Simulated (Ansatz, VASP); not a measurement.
**HfMoC2: VASP beside Ansatz**

Contents of INCAR:

```
SYSTEM = HfMoC2
PREC = Accurate
ENCUT = 520
EDIFF = 1E-6
ISMEAR = -1
SIGMA = 0.05
LREAL = .FALSE.
LASPH = .TRUE.
NELM = 80
ALGO = Normal
ISIF = 2
LWAVE = .FALSE.
LCHARG = .FALSE.
NBANDS = 24
```

Contents of KPOINTS:

```
regular mesh
0
G
  8 8 6
  0 0 0
```

POSCAR

```
HfMoC2
1.0
    3.1482903748      0.0000000000      0.0000000000
    0.0000000000      3.1482903748      0.0000000000
    0.0000000000      0.0000000000      4.4245462449
Hf Mo C
1 1 2
Direct
    0.0000000000      0.0000000000      0.0000000000
    0.5000000000      0.5000000000      0.5000000000
    0.5000000000      0.5000000000      0.0000000000
    0.0000000000      0.0000000000      0.5000000000
```

File input.yaml:

```yaml
crystal:
  lattice:
    - [3.1482903748, 0.0, 0.0]
    - [0.0, 3.1482903748, 0.0]
    - [0.0, 0.0, 4.4245462449]
  atoms:
    - { symbol: Hf, position: [0.0, 0.0, 0.0] }
    - { symbol: Mo, position: [0.5, 0.5, 0.5] }
    - { symbol: C, position: [0.5, 0.5, 0.0] }
    - { symbol: C, position: [0.0, 0.0, 0.5] }
hamiltonian:
  xc: lda
  pseudopotentials: { kind: paw }
kpoints:
  mp_grid: { grid: [8, 8, 6] }
scf:
  occupations: { method: fermi_dirac, width: 0.05 }
output:
  forces: true
  stress: true
  eigenvalues: true
```

Alike in both runs: task single point; functional LDA; k mesh 8 × 8 × 6; occupations fermi-dirac, width 0.05 eV; no spin polarisation.

```csv
,VASP,Ansatz
version,VASP 6.6.1,Ansatz 0.2.0
potentials or method,"VASP PAW LDA potentials, release 64 (Hf_pv, Mo_sv, C)",Ansatz PAW
plane-wave cutoff (eV),520,420
valence electrons in the cell,32,48
```

|  | VASP | Ansatz | Ansatz less VASP |
| --- | --- | --- | --- |
| gap on the k mesh at the Fermi level (eV) | none | none | - |
| pressure (GPa) | -2.1 | -3.2 | -1.02 |
| traceless stress, the component that is largest in VASP (GPa) | -3.09 | -3.11 | -0.015 |

LDA's correlation is that of Perdew and Zunger in VASP and of Perdew and Wang (1992) in Ansatz. A gap of «none» marks a metal or a gap that the smearing closes. VASP's potentials hold 32 valence electrons a cell and Ansatz's 48, so a difference there can come from the potentials and not from the codes.

Spin-orbit coupling is off throughout.
